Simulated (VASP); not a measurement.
Input of a VASP 6.6.1 run:

INCAR

```
SYSTEM = KCl
ALGO = Normal ; EDIFF = 1E-6
ENCUT = 520 ; GGA = PS
ISIF = 2 ; ISMEAR = 0
LASPH = .True. ; LCHARG = .False.
LREAL = .False. ; LWAVE = .False.
NBANDS = 15 ; NELM = 80
PREC = Accurate ; SIGMA = 0.01
```

Contents of KPOINTS:

```
k-points
0
Gamma
  8 8 8
  0 0 0
```

The input POSCAR:

```
KCl
1.0
    0.0156063903      3.1290812603      3.1290812603
    3.1290812603      0.0156063903      3.1290812603
    3.1290812603      3.1290812603      0.0156063903
K Cl
1 1
Direct
    0.0000000000      0.0000000000      0.0000000000
    0.5000000000      0.5000000000      0.5000000000
```

Potentials or basis: VASP PAW PBE potentials, release 64 (K_sv, Cl).

Run with:

```console
$ cat potpaw_PBE.64/K_sv/POTCAR potpaw_PBE.64/Cl/POTCAR > POTCAR
$ mpirun -np 1 vasp_std > vasp.out
```

(1) What does it give for the band gap on the k mesh?

(2) What does it give for the pressure?

Results:

(1) 5.09 eV.

(2) 0.1 GPa.

Caveat: the cell differs from its parent crystal (equal xy, yz and zx engineering shears of +0.5 %); the PAW data sets were made with another functional, which shifts forces and pressure a little.
